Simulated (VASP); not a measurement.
# Ti (P6_3/mmc) in VASP: notebook, part 2 of 2

VASP 6.6.1. The steps go on from the part before.

## Step 3: Single point, PBE

Contents of INCAR:

```
SYSTEM = Ti
PREC = Accurate ; ENCUT = 520
EDIFF = 1E-7 ; ISMEAR = -1
SIGMA = 0.05 ; LREAL = .FALSE.
LASPH = .TRUE. ; NELM = 80
ALGO = Normal ; ISIF = 2
LWAVE = .FALSE. ; LCHARG = .FALSE.
GGA = PE ; NBANDS = 19
```

Contents of KPOINTS:

```
regular mesh
0
G
  10 10 6
  0 0 0
```

Contents of POSCAR:

```
Ti
1.0
    2.9500000000      0.0000000000      0.0000000000
   -1.4750000000      2.5547749412      0.0000000000
    0.0000000000      0.0000000000      4.6800000000
Ti
2
Direct
    0.6666666667      0.3333333333      0.7500000000
    0.3333333333      0.6666666667      0.2500000000
```

Potentials or basis: VASP PAW PBE potentials, release 64 (Ti_sv).

Run with:

```console
cat potpaw_PBE.64/Ti_sv/POTCAR > POTCAR
mpirun -np 1 vasp_std > vasp.out
```

OUTCAR:

```text
SYSTEM = Ti
   PREC = Accurate
   ENCUT = 520
   EDIFF = 1E-7
   ISMEAR = -1
   LREAL = .FALSE.
   LASPH = .TRUE.
   NELM = 80
   ISIF = 2
   GGA = PE

 ion  position               nearest neighbor table
   1  0.667  0.333  0.750-   2 2.89   2 2.89   2 2.89   2 2.89   2 2.89   2 2.89
   2  0.333  0.667  0.250-   1 2.89   1 2.89   1 2.89   1 2.89   1 2.89   1 2.89

  LATTYP: Found a hexagonal cell.
 ALAT       =     2.9500000000
 C/A-ratio  =     1.5864406780

  Lattice vectors:

 A1 = (   2.9500000000,   0.0000000000,   0.0000000000)
 A2 = (  -1.4750000000,   2.5547749412,   0.0000000000)
 A3 = (   0.0000000000,   0.0000000000,   4.6800000000)

Analysis of symmetry for initial positions (statically):
=====================================================================
 Subroutine PRICEL returns:
 Original cell was already a primitive cell.

 Routine SETGRP: Setting up the symmetry group for a
 hexagonal supercell.

 Subroutine GETGRP returns: Found 24 space group operations
[... 155 lines left out ...]
   NGX = 11   NGY = 11   NGZ = 17

 number of electron      24.0000002 magnetization

 Free energy of the ion-electron system (eV)
  ---------------------------------------------------
  ext. energy  EPLUGINS =         0.00000000
  ---------------------------------------------------
  free energy    TOTEN  =       -15.67580839 eV

  energy without entropy =      -15.65616252  energy(sigma->0) =      -15.66598545

 E-fermi :   8.1653     XC(G=0): -11.4260

 val. band max:        8.1581911314   @ k =   0.0000   0.0000   0.3333
 cond. band min:       8.1807915796   @ k =   0.3000   0.3000   0.3333
 fundamental gap:      0.0226004482
 Fermi energy:         8.1652907321

 k-point     1 :       0.0000    0.0000    0.0000
  band No.  band energies     occupation
      1     -48.7123      2.00000
      2     -48.5846      2.00000
      3     -25.2819      2.00000
      4     -24.6684      2.00000
      5     -24.6684      2.00000
      6     -24.6106      2.00000
[... 505 lines left out ...]
      6     -24.8096      2.00000
[... 11 lines left out ...]
     18      11.5284      0.00000
     19      12.2322      0.00000

 [... further k-points ...]
[... 5 lines left out ...]
  --------------------------------------------------------------------------------------
  -------------------------------------------------------------------------------------
  Total       -0.3485892     -0.3485892     -0.4362740      0.0000000     -0.0000000      0.0000000
  in kB      -15.8344858    -15.8344858    -19.8175252      0.0000000     -0.0000000      0.0000000
  external PRESSURE =     -17.1621656 kB  Pullay stress =       0.0000000 kB

 VOLUME and BASIS-vectors are now :
 -----------------------------------------------------------------------------
  energy-cutoff  :      520.00
  volume of cell :       35.27
      direct lattice vectors                 reciprocal lattice vectors
     2.950000000  0.000000000  0.000000000     0.338983051  0.195711956  0.000000000
    -1.475000000  2.554774941  0.000000000     0.000000000  0.391423911  0.000000000
     0.000000000  0.000000000  4.680000000     0.000000000  0.000000000  0.213675214

 POSITION                                       TOTAL-FORCE (eV/Angst)
 -----------------------------------------------------------------------------------
      1.47500      0.85159      3.51000         0.000000      0.000000      0.000000
     -0.00000      1.70318      1.17000        -0.000000     -0.000000      0.000000
 -----------------------------------------------------------------------------------
    total drift:                               -0.000000      0.000000     -0.000000

  FREE ENERGIE OF THE ION-ELECTRON SYSTEM (eV)
  ---------------------------------------------------
  free  energy   TOTEN  =       -15.6758083924 eV

  energy  without entropy=      -15.6561625173  energy(sigma->0) =      -15.66598545
```

It took 15 s on 1 thread of Intel Xeon 6975P-C (Granite Rapids), shared host; peak memory 0.16 GiB.

What came out:

```yaml
Free_energy: -15.6758 eV
Pressure: -1.7 GPa
Band_gap_on_the_k_mesh: zero (band 12 reaches 8.94 eV, above the bottom of band 13 at 7.94 eV)
```

## Step 4: Single point, BLYP+D4

This run uses another cell than the first one, of 17.23 Å³/atom, 0.977 times its volume.

Contents of INCAR:

```
SYSTEM = Ti
PREC = Accurate
ENCUT = 520
EDIFF = 1E-6
ISMEAR = -1
SIGMA = 0.05
LREAL = .False.
LASPH = .True.
NELM = 100
ALGO = Normal
ISIF = 2
LWAVE = .False.
LCHARG = .False.
GGA = B5
ALDAX = 1.0
AGGAX = 1.0
AGGAC = 1.0
ALDAC = 0.0
IVDW = 13
VDW_S6 = 1.0
VDW_S8 = 2.34076671
VDW_A1 = 0.44488865
VDW_A2 = 4.0933009
NBANDS = 19
```

Contents of KPOINTS:

```
Automatic mesh
0
Gamma
  10 10 6
  0 0 0
```

Contents of POSCAR:

```
Ti
1.0
    2.9333200959      0.0000000000      0.0000000000
   -1.4666600479      2.5403297204      0.0000000000
    0.0000000000      0.0000000000      4.6233427831
Ti
2
Direct
    0.6666666667      0.3333333333      0.7500000000
    0.3333333333      0.6666666667      0.2500000000
```

Potentials or basis: VASP PAW PBE potentials, release 64 (Ti_sv).

Run with:

```console
cat potpaw_PBE.64/Ti_sv/POTCAR > POTCAR
mpirun -np 1 vasp_std > vasp.out
```

OUTCAR:

```text
SYSTEM = Ti
   PREC = Accurate
   ENCUT = 520
   EDIFF = 1E-6
   ISMEAR = -1
   LREAL = .False.
   LASPH = .True.
   NELM = 100
   ISIF = 2
   GGA = B5
   IVDW = 13

 ion  position               nearest neighbor table
   1  0.667  0.333  0.750-   2 2.87   2 2.87   2 2.87   2 2.87   2 2.87   2 2.87
   2  0.333  0.667  0.250-   1 2.87   1 2.87   1 2.87   1 2.87   1 2.87   1 2.87

  LATTYP: Found a hexagonal cell.
 ALAT       =     2.9333200959
 C/A-ratio  =     1.5761466979

  Lattice vectors:

 A1 = (   2.9333200959,   0.0000000000,   0.0000000000)
 A2 = (  -1.4666600479,   2.5403297204,   0.0000000000)
 A3 = (   0.0000000000,   0.0000000000,   4.6233427831)

Analysis of symmetry for initial positions (statically):
=====================================================================
 Subroutine PRICEL returns:
 Original cell was already a primitive cell.

 Routine SETGRP: Setting up the symmetry group for a
 hexagonal supercell.

 Subroutine GETGRP returns: Found 24 space group operations
 (whereof 12 operations were pure point group operations)
 out of a pool of 24 trial point group operations.

The static configuration has the point symmetry D_3d.
 The point group associated with its full space group is D_6h.
[... 161 lines left out ...]

 E-fermi :   8.8685     XC(G=0): -10.9988

 val. band max:        8.8653196055   @ k =   0.3000   0.2000   0.5000
 cond. band min:       8.8950846925   @ k =   0.3000   0.2000   0.3333
 fundamental gap:      0.0297650871
 Fermi energy:         8.8685049055

 k-point     1 :       0.0000    0.0000    0.0000
  band No.  band energies     occupation
      1     -47.7484      2.00000
      2     -47.6012      2.00000
      3     -24.5208      2.00000
      4     -23.8561      2.00000
      5     -23.8561      2.00000
      6     -23.7824      2.00000
[... 505 lines left out ...]
      6     -24.0070      2.00000
[... 11 lines left out ...]
     18      12.2293      0.00000
     19      12.9942      0.00000

 [... further k-points ...]

------------------------ aborting loop because EDIFF is reached ----------------------------------------

  DFT-D4 for vdW energy calculation

  Edisp (eV):   -0.75863

  FORCE on cell =-STRESS in cart. coord.  units (eV):
  Direction    XX          YY          ZZ          XY          YZ          ZX
  --------------------------------------------------------------------------------------
  -------------------------------------------------------------------------------------
  Total      -0.01284    -0.01284    -0.00899    -0.00000    -0.00000     0.00000
  in kB      -0.59696    -0.59696    -0.41804    -0.00000    -0.00000     0.00000
  external pressure =       -0.54 kB  Pullay stress =        0.00 kB

 VOLUME and BASIS-vectors are now :
 -----------------------------------------------------------------------------
  energy-cutoff  :      520.00
  volume of cell :       34.45
      direct lattice vectors                 reciprocal lattice vectors
     2.933320096  0.000000000  0.000000000     0.340910629  0.196824844  0.000000000
    -1.466660048  2.540329720  0.000000000     0.000000000  0.393649687  0.000000000
     0.000000000  0.000000000  4.623342783     0.000000000  0.000000000  0.216293718

 POSITION                                       TOTAL-FORCE (eV/Angst)
 -----------------------------------------------------------------------------------
      1.46666      0.84678      3.46751        -0.000000      0.000000      0.000000
     -0.00000      1.69355      1.15584         0.000000      0.000000      0.000000
 -----------------------------------------------------------------------------------
    total drift:                               -0.000000      0.000000     -0.000000

  FREE ENERGIE OF THE ION-ELECTRON SYSTEM (eV)
  ---------------------------------------------------
  free  energy   TOTEN  =       -14.2935468918 eV

  energy  without entropy=      -14.2741224141  energy(sigma->0) =      -14.28383465
```

It took 33 s on 1 thread of Intel Xeon Platinum 8259CL at 2.50GHz (Skylake/Cascade Lake), shared host; peak memory 0.17 GiB.

Results:

```
Free energy                : -14.2935 eV
Pressure                   : -0.1 GPa
Band gap on the k mesh     : zero (band 12 reaches 9.59 eV, above the bottom of band 13 at 8.67 eV)
Dispersion energy per atom : -0.379 eV
```

Caveat: the PAW data sets were made with another functional, which shifts forces and pressure a little; pairwise dispersion overbinds metals, which lowers pressure and volume.

## Step 5: The runs side by side

```tsv
level	potentials or basis	cell	gap on the mesh (eV)	pressure (GPa)
LDA	VASP PAW LDA potentials, release 64 (Ti_sv)	a = 2.950, b = 2.950, c = 4.680 Å, angles 90.0, 90.0, 120.0°, 2 atoms	none	-9.8
PBE	VASP PAW PBE potentials, release 64 (Ti_sv)	a = 2.950, b = 2.950, c = 4.680 Å, angles 90.0, 90.0, 120.0°, 2 atoms	none	-1.7
BLYP+D4	VASP PAW PBE potentials, release 64 (Ti_sv)	a = 2.933, b = 2.933, c = 4.623 Å, angles 90.0, 90.0, 120.0°, 2 atoms	none	-0.1
```

Alike in all rows: task single point; no spin polarisation; k mesh 10 × 10 × 6; cutoff (eV) 520; smearing fermi-dirac 0.05 eV.

Caveats: the PAW data sets were made with another functional, which shifts forces and pressure a little (some runs); pairwise dispersion overbinds metals, which lowers pressure and volume (some runs).

Total energies depend on the potentials used, so only differences within one code and one set of settings carry meaning.
